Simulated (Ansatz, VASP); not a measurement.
**LiF in VASP and in Ansatz**

```
F Li
1.0
     0.00000    1.97289    1.97289
     1.97289    0.00000    1.97289
     1.97289    1.97289    0.00000
F Li
1 1
Direct
  0.50000 0.50000 0.50000
  0.00000 0.00000 0.00000
```

Change from the starting cell: volume scaled by 0.94.

Alike in both runs: task single point; functional LDA; k mesh 11 × 11 × 11; occupations fermi-dirac, width 0.05 eV; no spin polarisation.

```csv
,VASP,Ansatz
version,VASP 6.6.1,Ansatz 0.2.0
potentials or method,"VASP PAW LDA potentials, release 64 (F, Li_sv), cutoff 520 eV","all-electron LAPW, scalar-relativistic"
```

VASP gave:

| Quantity | Value |
| --- | --- |
| gap on the k mesh at the Fermi level (eV) | 9.41 |
| least direct gap on the mesh (eV) | 9.41 |

Task: Which values does Ansatz return?

Result: gap on the k mesh at the Fermi level (eV): 9.40; least direct gap on the mesh (eV): 9.40.

LDA's correlation is that of Perdew and Zunger in VASP and of Perdew and Wang (1992) in Ansatz. Ansatz ran all-electron here, and VASP with PAW potentials.

Noted on VASP's run: the cutoff is short for stress, so the pressure is rough.
